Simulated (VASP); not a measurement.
Input of a VASP 6.6.1 run:

INCAR

```
SYSTEM = Si
PREC = Accurate
ENCUT = 520
EDIFF = 1E-6
ISMEAR = -1
SIGMA = 0.08
LREAL = .False.
LASPH = .True.
NELM = 60
ALGO = Normal
ISIF = 2
LWAVE = .False.
LCHARG = .False.
GGA = PS
NBANDS = 11
```

File KPOINTS:

```
regular mesh
0
Gamma
  17 17 9
  0 0 0
```

POSCAR

```
Si
1.0
    2.4996326071      0.0000000000      0.0000000000
   -1.2498163036      2.1647453378      0.0000000000
    0.0000000000      0.0000000000      4.1266836276
Si
2
Direct
    0.3333333333      0.6666666667      0.2500000000
    0.6666666667      0.3333333333      0.7500000000
```

Potentials or basis: VASP PAW PBE potentials, release 64 (Si).

Launch:

```sh
$ cat potpaw_PBE.64/Si/POTCAR > POTCAR
$ mpirun -np 1 vasp_std > vasp.out
```

Question: What does it give for the pressure?

Answer: 36.0 GPa.

Question: Predict the band gap on the k mesh.

Answer: Zero (band 4 reaches 24.46 eV, above the bottom of band 5 at 10.16 eV).

Stress tensor (GPa, compression positive):
```
35.95  0.00  0.00
 0.00 35.95  0.00
 0.00  0.00 36.12
```

Caveat: the PAW data sets were made with another functional, which shifts forces and pressure a little.
